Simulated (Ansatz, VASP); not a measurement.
## InP: VASP beside Ansatz

```
In P
1.0
     0.00000    3.04240    2.85301
     3.04240    0.00000    2.85301
     3.04240    3.04240    0.00000
In P
1 1
Cartesian
  0.0000 0.0000 0.0000
  1.5212 1.5212 1.4265
```

Change from the starting cell: epitaxial_xy strain +3.0%.

Alike in both runs: task single point; functional r2SCAN; k mesh 8 × 8 × 8; no spin polarisation.

|  | VASP | Ansatz |
| --- | --- | --- |
| version | VASP 6.6.1 | Ansatz 0.2.0 |
| potentials or method | VASP PAW PBE potentials, release 64 (In_d, P) | plane waves, PAW |
| plane-wave cutoff (eV) | 520 | 500 |
| occupations | gaussian, width 0.01 eV | fixed |
| valence electrons in the cell | 18 | 18 |

VASP gave:

- gap on the k mesh at the Fermi level (eV): 0.68
- pressure (GPa): -1.8
- traceless stress, the component that is largest in VASP (GPa): 1.72

Q: What did Ansatz give for the same quantities?

A: gap on the k mesh at the Fermi level (eV): 0.68; pressure (GPa): -1.7; traceless stress, the component that is largest in VASP (GPa): 1.71.

VASP's potentials were made for PBE, not for r2SCAN.
